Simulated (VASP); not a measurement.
# Pt (Fd-3m) in VASP: notebook

The runs below take Pt through single point, relaxation of cell and atoms, with PBE.

All numbers are computed with VASP 6.6.1; they aren't measurements. Logs are shortened: lines on timing, memory, paths and dates and some standing lists are left out, and cuts for length are marked.

## (1) The cell of the first run

Symmetry: Fd-3m, No. 227, cubic system. Conventional cell: a = 5.394 Å, b = 5.394 Å, c = 5.394 Å, α = 90.00°, β = 90.00°, γ = 90.00°. Within 3.1 Å of Pt (site symmetry -43m) lie 4 Pt at 2.34 Å.

## (2) Single point, PBE

Contents of INCAR:

```
SYSTEM = Pt
PREC = Accurate ; ENCUT = 520
EDIFF = 1E-6 ; ISMEAR = -1
SIGMA = 0.1 ; LREAL = .False.
LASPH = .True. ; NELM = 80
ALGO = Normal ; ISIF = 2
LWAVE = .False. ; LCHARG = .False.
GGA = PE ; NBANDS = 17
```

Contents of KPOINTS:

```
regular mesh
0
Gamma
  13 13 13
  0 0 0
```

Contents of POSCAR:

```
Pt
1.0
    0.0000000000      2.6971952597      2.6971952597
    2.6971952597      0.0000000000      2.6971952597
    2.6971952597      2.6971952597      0.0000000000
Pt
2
Direct
   -0.1250000000     -0.1250000000     -0.1250000000
    0.1250000000      0.1250000000      0.1250000000
```

Potentials or basis: VASP PAW PBE potentials, release 64 (Pt).

Launch:

```bash
$ cat potpaw_PBE.64/Pt/POTCAR > POTCAR
$ mpirun -np 1 vasp_std > vasp.out
```

OUTCAR:

```text
SYSTEM = Pt
   PREC = Accurate
   ENCUT = 520
   EDIFF = 1E-6
   ISMEAR = -1
   LREAL = .False.
   LASPH = .True.
   NELM = 80
   ISIF = 2
   GGA = PE

 ion  position               nearest neighbor table
   1  0.875  0.875  0.875-   2 2.34   2 2.34   2 2.34   2 2.34
   2  0.125  0.125  0.125-   1 2.34   1 2.34   1 2.34   1 2.34

  LATTYP: Found a face centered cubic cell.
 ALAT       =     5.3943905194

  Lattice vectors:

 A1 = (   0.0000000000,   2.6971952597,   2.6971952597)
 A2 = (   2.6971952597,   0.0000000000,   2.6971952597)
 A3 = (   2.6971952597,   2.6971952597,   0.0000000000)

Analysis of symmetry for initial positions (statically):
=====================================================================
 Subroutine PRICEL returns:
 Original cell was already a primitive cell.

 Routine SETGRP: Setting up the symmetry group for a
 face centered cubic supercell.

 Subroutine GETGRP returns: Found 48 space group operations
 (whereof 12 operations were pure point group operations)
 out of a pool of 48 trial point group operations.

The static configuration has the point symmetry D_3d.
 The point group associated with its full space group is O_h .

Analysis of symmetry for dynamics (positions and initial velocities):
=====================================================================
 Subroutine PRICEL returns:
 Original cell was already a primitive cell.

 Routine SETGRP: Setting up the symmetry group for a
 face centered cubic supercell.

 Subroutine GETGRP returns: Found 48 space group operations
 (whereof 12 operations were pure point group operations)
 out of a pool of 48 trial point group operations.

The dynamic configuration has the point symmetry D_3d.
 The point group associated with its full space group is O_h .

 Subroutine INISYM returns: Found 48 space group operations
 (whereof 12 operations are pure point group operations),
 and found     1 'primitive' translations

----------------------------------------------------------------------------------------

                                     Primitive cell

  volume of cell :      39.2434

  direct lattice vectors                    reciprocal lattice vectors
     0.000000000  2.697195260  2.697195260    -0.185377754  0.185377754  0.185377754
     2.697195260  0.000000000  2.697195260     0.185377754 -0.185377754  0.185377754
     2.697195260  2.697195260  0.000000000     0.185377754  0.185377754 -0.185377754

  length of vectors
     3.814410117  3.814410117  3.814410117     0.321083689  0.321083689  0.321083689

  position of ions in fractional coordinates (direct lattice)
     0.875000000  0.875000000  0.875000000
     0.125000000  0.125000000  0.125000000

  ion indices of the primitive-cell ions
   primitive index   ion index
                 1           1
                 2           2

----------------------------------------------------------------------------------------

 KPOINTS: regular mesh

Automatic generation of k-mesh.
 Grid dimensions read from file:
 generate k-points for:   13   13   13

 Generating k-lattice:

  Cartesian coordinates                     Fractional coordinates (reciprocal lattice)
    -0.014259827  0.014259827  0.014259827     0.076923077  0.000000000  0.000000000
     0.014259827 -0.014259827  0.014259827     0.000000000  0.076923077  0.000000000
     0.014259827  0.014259827 -0.014259827     0.000000000  0.000000000  0.076923077

  Length of vectors
     0.024698745  0.024698745  0.024698745

  Shift w.r.t. Gamma in fractional coordinates (k-lattice)
     0.000000000  0.000000000  0.000000000

 Subroutine IBZKPT returns following result:
 ===========================================

 Found     84 irreducible k-points:

 Following reciprocal coordinates:
            Coordinates               Weight
  0.000000  0.000000  0.000000      1.000000
  0.076923  0.000000  0.000000      8.000000
  0.153846  0.000000  0.000000      8.000000
  0.230769  0.000000  0.000000      8.000000
  0.307692  0.000000  0.000000      8.000000
  0.384615  0.000000  0.000000      8.000000
[... 16 lines left out ...]
  0.384615  0.153846  0.000000     24.000000
  0.461538  0.153846  0.000000     24.000000
 [... further k-points ...]
   k-points           NKPTS =     84   k-points in BZ     NKDIM =     84   number of bands    NBANDS=     17
   number of dos      NEDOS =    301   number of ions     NIONS =      2
   total plane-waves  NPLWV =  21952
   dimension x,y,z NGX =    28 NGY =   28 NGZ =   28
   dimension x,y,z NGXF=    56 NGYF=   56 NGZF=   56
   ions per type =               2
   NGX,Y,Z   is equivalent  to a cutoff of  12.20, 12.20, 12.20 a.u.
   NGXF,Y,Z  is equivalent  to a cutoff of  24.41, 24.41, 24.41 a.u.
 SYSTEM =  Pt
   PREC   = accura    normal or accurate (medium, high low for compatibility)
   ISTART =      0    job   : 0-new  1-cont  2-samecut
   ICHARG =      2    charge: 1-file 2-atom 10-const
   ISPIN  =      1    spin polarized calculation?
[... 43 lines left out ...]

  energy without entropy =       -9.13311342  energy(sigma->0) =       -9.19020394

 E-fermi :   7.9043     XC(G=0): -11.5571

 val. band max:        7.8971633764   @ k =   0.4615   0.1538   0.0000
 cond. band min:       7.9087310224   @ k =  -0.3077   0.0769   0.0000
 fundamental gap:      0.0115676460
 Fermi energy:         7.9043311328

 k-point     1 :       0.0000    0.0000    0.0000
  band No.  band energies     occupation
      1      -0.7627      2.00000
      2       1.8828      2.00000
      3       1.8828      2.00000
      4       2.2830      2.00000
      5       2.2830      2.00000
      6       2.2830      2.00000
[... 9 lines left out ...]
     16      20.7256      0.00000
     17      22.0607      0.00000

 k-point     2 :       0.0769    0.0000    0.0000
  band No.  band energies     occupation
      1      -0.6544      2.00000
      2       1.7975      2.00000
      3       1.7975      2.00000
      4       2.2710      2.00000
      5       2.4072      2.00000
      6       2.4072      2.00000
[... 9 lines left out ...]
     16      20.3832      0.00000
     17      21.5423      0.00000

 k-point     3 :       0.1538    0.0000    0.0000
  band No.  band energies     occupation
      1      -0.3431      2.00000
      2       1.6885      2.00000
      3       1.6885      2.00000
      4       2.2394      2.00000
      5       2.6084      2.00000
      6       2.6084      2.00000
[... 9 lines left out ...]
     16      20.6440      0.00000
     17      21.5344      0.00000

 k-point     4 :       0.2308    0.0000    0.0000
  band No.  band energies     occupation
      1       0.1246      2.00000
      2       1.6477      2.00000
      3       1.6477      2.00000
      4       2.1979      2.00000
      5       2.7320      2.00000
      6       2.7320      2.00000
[... 9 lines left out ...]
     16      21.3445      0.00000
     17      21.7138      0.00000

 k-point     5 :       0.3077    0.0000    0.0000
  band No.  band energies     occupation
      1       0.6551      2.00000
      2       1.6923      2.00000
      3       1.6923      2.00000
      4       2.1477      2.00000
      5       2.7062      2.00000
      6       2.7062      2.00000
[... 9 lines left out ...]
     16      21.6089      0.00000
     17      21.9399      0.00000

 k-point     6 :       0.3846    0.0000    0.0000
  band No.  band energies     occupation
      1       1.1160      2.00000
      2       1.8168      2.00000
      3       1.8168      2.00000
      4       2.0723      2.00000
      5       2.5476      2.00000
      6       2.5476      2.00000
[... 9 lines left out ...]
     16      21.6049      0.00000
     17      22.1298      0.00000
[... 281 lines left out ...]
 k-point    21 :       0.2308    0.1538    0.0000
  band No.  band energies     occupation
      1       0.1767      2.00000
      2       1.2484      2.00000
      3       2.1332      2.00000
      4       2.2077      2.00000
      5       2.4017      2.00000
      6       3.1610      2.00000
[... 9 lines left out ...]
     16      19.4515      0.00000
     17      22.4625      0.00000

 k-point    22 :       0.3077    0.1538    0.0000
  band No.  band energies     occupation
      1       0.6638      2.00000
      2       1.2231      2.00000
      3       2.1120      2.00000
      4       2.1194      2.00000
      5       2.5105      2.00000
      6       3.2712      2.00000
[... 9 lines left out ...]
     16      20.4505      0.00000
     17      22.6943      0.00000

 k-point    23 :       0.3846    0.1538    0.0000
  band No.  band energies     occupation
      1       1.1516      2.00000
      2       1.2656      2.00000
      3       2.0201      2.00000
      4       2.1030      2.00000
      5       2.5502      2.00000
      6       3.2002      2.00000
[... 9 lines left out ...]
     16      21.6501      0.00000
     17      22.8942      0.00000

 k-point    24 :       0.4615    0.1538    0.0000
  band No.  band energies     occupation
      1       1.3344      2.00000
      2       1.5086      2.00000
      3       1.9769      2.00000
      4       2.0112      2.00000
      5       2.6420      2.00000
      6       3.0195      2.00000
[... 9 lines left out ...]
     16      22.6212      0.00000
     17      23.0831      0.00000

 [... further k-points ...]
[... 5 lines left out ...]
  --------------------------------------------------------------------------------------
  -------------------------------------------------------------------------------------
  Total        9.6906166      9.6906166      9.6906166     -0.0000000     -0.0000000      0.0000000
  in kB      395.6351177    395.6351177    395.6351177     -0.0000000     -0.0000000      0.0000000
  external PRESSURE =     395.6351177 kB  Pullay stress =       0.0000000 kB

 VOLUME and BASIS-vectors are now :
 -----------------------------------------------------------------------------
  energy-cutoff  :      520.00
  volume of cell :       39.24
      direct lattice vectors                 reciprocal lattice vectors
     0.000000000  2.697195260  2.697195260    -0.185377754  0.185377754  0.185377754
     2.697195260  0.000000000  2.697195260     0.185377754 -0.185377754  0.185377754
     2.697195260  2.697195260  0.000000000     0.185377754  0.185377754 -0.185377754

 POSITION                                       TOTAL-FORCE (eV/Angst)
 -----------------------------------------------------------------------------------
      4.72009      4.72009      4.72009         0.000000      0.000000      0.000000
      0.67430      0.67430      0.67430        -0.000000     -0.000000     -0.000000
 -----------------------------------------------------------------------------------
    total drift:                                0.000000     -0.000000     -0.000000

  FREE ENERGIE OF THE ION-ELECTRON SYSTEM (eV)
  ---------------------------------------------------
  free  energy   TOTEN  =        -9.2472944646 eV

  energy  without entropy=       -9.1331134196  energy(sigma->0) =       -9.19020394
```

Run time: 61 s. Hardware: 1 thread of Intel Xeon Platinum 8375C at 2.90GHz (Ice Lake), shared host; peak memory 0.18 GiB.

What came out:

| Property | Result |
| --- | --- |
| Free energy | -9.2473 eV |
| Pressure | 39.6 GPa |
| Band gap on the k mesh | zero (band 10 reaches 8.18 eV, above the bottom of band 11 at 7.40 eV) |

Caveat: spin-orbit coupling is left out, which moves the levels of the heavy elements.

## (3) Single point, PBE

Contents of INCAR:

```
  PREC = Accurate
  ENCUT = 520
  EDIFF = 1E-6
  ISMEAR = -1
  SIGMA = 0.1
  LREAL = False
  LASPH = True
  NELM = 80
  ALGO = Normal
  ISIF = 2
  LWAVE = False
  LCHARG = False
  GGA = PE
  NBANDS = 17
```

Contents of KPOINTS:

```
regular mesh
0
Gamma
  13 13 13
```

Contents of POSCAR:

```
Pt
1.0
    0.0000000000      2.6973926014      2.6973926014
    2.6973926014      0.0000000000      2.6973926014
    2.6973926014      2.6973926014      0.0000000000
Pt
2
Direct
   -0.1250000000     -0.1250000000     -0.1250000000
    0.1250000000      0.1250000000      0.1250000000
```

Potentials or basis: VASP PAW PBE potentials, release 64 (Pt).

Launch:

```bash
$ cat potpaw_PBE.64/Pt/POTCAR > POTCAR
$ mpirun -np 1 vasp_std > vasp.out
```

It took 62 s on 1 thread of Intel Xeon Platinum 8375C at 2.90GHz (Ice Lake), shared host; peak memory 0.18 GiB.

It converged, with:

```yaml
Free_energy: -9.2494 eV
Pressure: 39.5 GPa
Band_gap_on_the_k_mesh: zero (band 10 reaches 8.18 eV, above the bottom of band 11 at 7.39 eV)
```

Levels at points of the mesh, in eV from the Fermi level:
| k point | band 7 | band 8 | band 9 | band 10 | band 11 | band 12 | band 13 | band 14 |
| --- | --- | --- | --- | --- | --- | --- | --- | --- |
| (0.00, 0.00, 0.00) | -2.52 | -2.52 | -2.52 | -0.02 | -0.02 | 11.13 | 11.31 | 12.82 |

Caveat: spin-orbit coupling is left out, which moves the levels of the heavy elements.

## (4) Relaxation of cell and atoms, PBE, target pressure 41 GPa, at which the enthalpy is minimised

This run uses another cell than the first one, of 16.54 Å³/atom, 0.843 times its volume.

Contents of INCAR:

```
SYSTEM = Pt
PREC = Accurate ; ENCUT = 600
EDIFF = 1E-6 ; ISMEAR = -1
SIGMA = 0.1 ; LREAL = .False.
LASPH = .True. ; NELM = 80
ALGO = Normal ; ISIF = 3
LWAVE = .False. ; LCHARG = .False.
GGA = PE ; IBRION = 2
NSW = 60 ; EDIFFG = -0.005
PSTRESS = 410.0
```

Contents of KPOINTS:

```
Automatic mesh
0
Gamma
  13 13 13
  0 0 0
```

Contents of POSCAR:

```
Pt
1.0
    0.0000000000      2.5476843253      2.5476843253
    2.5476843253      0.0000000000      2.5476843253
    2.5476843253      2.5476843253      0.0000000000
Pt
2
Direct
   -0.1250000000     -0.1250000000     -0.1250000000
    0.1250000000      0.1250000000      0.1250000000
```

Launch:

```bash
$ cat potpaw_PBE.64/Pt/POTCAR > POTCAR
$ mpirun -np 1 vasp_std > vasp.out
```

Run time: 2.3 min. Hardware: 1 thread of Intel Xeon 6975P-C (Granite Rapids), shared host; peak memory 0.21 GiB.

Results (log left out):

| Quantity | Value |
| --- | --- |
| Free energy | -9.1970 eV |
| Relaxed volume | 19.53 Å³/atom |
| Relaxed cell | a = 3.808 Å, b = 3.808 Å, c = 3.808 Å, α = 60.00°, β = 60.00°, γ = 60.00° |
| Space group after relaxing (to 0.05 Å) | Fd-3m (No. 227) |
| Energy change on relaxing (the enthalpy is what falls) | -1336.1 meV/atom |
| Ionic steps | 8 |
| Pressure after relaxing | 41.0 GPa |
| Band gap on the k mesh | zero (band 10 reaches 8.26 eV, above the bottom of band 11 at 7.47 eV) |

Step by step:
```csv
step,energy change (eV),largest force (eV/Å),pressure (GPa),volume (Å³)
1,0.0000,0.0000,111.39,33.07
2,-1.0074,0.0000,-14.00,81.46
3,-3.2451,0.0000,22.05,42.02
4,-2.8063,0.0000,36.93,39.61
5,-2.6701,0.0000,41.08,39.05
6,-2.7021,0.0000,40.12,39.17
7,-2.5694,0.0000,44.08,38.67
8,-2.6722,0.0000,41.01,39.06
```

Final structure:
```
CELL_PARAMETERS angstrom
0.00000 2.69288 2.69288
2.69288 0.00000 2.69288
2.69288 2.69288 0.00000
ATOMIC_POSITIONS crystal
Pt 0.87500 0.87500 0.87500
Pt 0.12500 0.12500 0.12500
```

Levels at points of the mesh, in eV from the Fermi level:
```tsv
k point	band 6	band 7	band 8	band 9	band 10	band 11	band 12	band 13	band 14
(0.00, 0.00, 0.00)	-5.66	-2.53	-2.53	-2.53	-0.02	-0.02	11.14	11.33	12.83
```

Caveat: the cell is relaxed towards a set pressure, so the enthalpy falls and the energy may rise; the volume moved by over 15 % at a fixed basis, so the end points are rough; spin-orbit coupling is left out, which moves the levels of the heavy elements.

## (5) Relaxation of cell and atoms, PBE, target pressure 41 GPa, at which the enthalpy is minimised

Contents of INCAR:

```
SYSTEM = Pt
  ALGO = Normal
  EDIFF = 1E-7
  EDIFFG = -0.005
  ENCUT = 600
  GGA = PE
  IBRION = 2
  ISIF = 3
  ISMEAR = -1
  LASPH = .TRUE.
  LCHARG = .FALSE.
  LREAL = .FALSE.
  LWAVE = .FALSE.
  NELM = 60
  NSW = 32
  PREC = Accurate
  PSTRESS = 410.0
  SIGMA = 0.1
```

Contents of KPOINTS:

```
k-points
0
G
  13 13 13
  0 0 0
```

Contents of POSCAR:

```
Pt
1.0
    0.0000000000      2.6971952597      2.6971952597
    2.6971952597      0.0000000000      2.6971952597
    2.6971952597      2.6971952597      0.0000000000
Pt
2
Direct
   -0.1250000000     -0.1250000000     -0.1250000000
    0.1250000000      0.1250000000      0.1250000000
```

Launch:

```bash
$ cat potpaw_PBE.64/Pt/POTCAR > POTCAR
$ mpirun -np 1 vasp_std > vasp.out
```

Run time: 73 s. Hardware: 1 thread of Intel Xeon 6975P-C (Granite Rapids), shared host; peak memory 0.21 GiB.

The run converged. Its results:

```
Free energy                                            : -9.2021 eV
Relaxed volume                                         : 19.53 Å³/atom
Relaxed cell                                           : a = 3.809 Å, b = 3.809 Å, c = 3.809 Å, α = 60.00°, β = 60.00°, γ = 60.00°
Space group after relaxing (to 0.05 Å)                 : Fd-3m (No. 227)
Energy change on relaxing (the enthalpy is what falls) : +22.4 meV/atom
Ionic steps                                            : 3
Pressure after relaxing                                : 41.0 GPa
Band gap on the k mesh                                 : zero (band 10 reaches 8.25 eV, above the bottom of band 11 at 7.47 eV)
```

Step by step:
```csv
step,energy change (eV),largest force (eV/Å),pressure (GPa),volume (Å³)
1,0.0000,0.0000,39.64,39.24
2,0.2535,0.0000,47.15,38.31
3,0.0449,0.0000,41.00,39.07
```

Final structure:
```
Pt
1.0
     0.00000    2.69310    2.69310
     2.69310    0.00000    2.69310
     2.69310    2.69310    0.00000
Pt
2
Cartesian
  4.7129 4.7129 4.7129
  0.6733 0.6733 0.6733
```

Levels at points of the mesh, in eV from the Fermi level:
```
           k point  band 7  band 8  band 9  band 10  band 11  band 12  band 13  band 14
(0.00, 0.00, 0.00)   -2.53   -2.53   -2.53    -0.02    -0.02    11.14    11.33    12.83
```

Caveat: the cell is relaxed towards a set pressure, so the enthalpy falls and the energy may rise; spin-orbit coupling is left out, which moves the levels of the heavy elements.

## (6) The runs side by side

| task | cell | cutoff (eV) | gap on the mesh (eV) | pressure (GPa) |
| --- | --- | --- | --- | --- |
| single point | a = 3.814 Å, angles 60.0°, 2 atoms | 520 | none | 39.6 |
| single point | a = 3.815 Å, angles 60.0°, 2 atoms | 520 | none | 39.5 |
| relaxation of cell and atoms | relaxed to 41 GPa from a = 3.603 Å, angles 60.0°, 2 atoms | 600 | none | 41.0 |
| relaxation of cell and atoms | relaxed to 41 GPa from a = 3.814 Å, angles 60.0°, 2 atoms | 600 | none | 41.0 |

Alike in all rows: level PBE; potentials or basis VASP PAW PBE potentials, release 64 (Pt); no spin polarisation; k mesh 13 × 13 × 13; smearing fermi-dirac 0.1 eV.

Caveats: spin-orbit coupling is left out, which moves the levels of the heavy elements; the cell is relaxed towards a set pressure, so the enthalpy falls and the energy may rise (some runs); the volume moved by over 15 % at a fixed basis, so the end points are rough (some runs).

Total energies depend on the potentials used, so only differences within one code and one set of settings carry meaning.
